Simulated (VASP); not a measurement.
Set up this calculation in VASP 6.6.1, as the native input.

* Task: single point
* Functional: LDA
* Potentials or basis: VASP PAW LDA potentials, release 64 (B, N)
* Cutoff: 600 eV
* k mesh: 9 × 9 × 9
* Occupations: gaussian, width 0.02 eV
* Spin: no spin polarisation
* Dipole correction: no
* Further INCAR settings: ALGO = Normal; EDIFF = 1e-06; NBANDS = 11

The structure of BN (lda) lies in POSCAR:

```
BN
1.0
    0.0208844043      1.7839403099      1.7839403099
    1.7839403099      0.0208844043      1.7839403099
    1.7839403099      1.7839403099      0.0208844043
B N
1 1
Direct
    0.0002179651      0.0002179651      0.0002179651
    0.2497820349      0.2497820349      0.2497820349
```

This cell differs from its parent crystal: strained cell.

One way to write it, as run:

INCAR

```
PREC = Accurate
ENCUT = 600
EDIFF = 1E-6
ISMEAR = 0
SIGMA = 0.02
LREAL = F
LASPH = T
NELM = 120
ALGO = Normal
ISIF = 2
LWAVE = F
LCHARG = F
GGA = CA
NBANDS = 11
GGA_COMPAT = F
```

KPOINTS

```
regular mesh
0
Gamma
  9 9 9
```

Potentials or basis: VASP PAW LDA potentials, release 64 (B, N).

Launch:

```console
$ cat potpaw_LDA.64/B/POTCAR potpaw_LDA.64/N/POTCAR > POTCAR
$ mpirun -np 1 vasp_std > vasp.out
```

It gave:

```json
{
  "Pressure": "13.0 GPa",
  "Largest force": "0.004 eV/Å",
  "Band gap on the k mesh": "4.52 eV, indirect (least direct gap 8.54 eV)"
}
```

Caveat: the cell differs from its parent crystal (strained cell).

Wall time 12 s on 1 thread of Intel Xeon 8259CL, with other jobs on the host, peak memory 0.12 GiB.
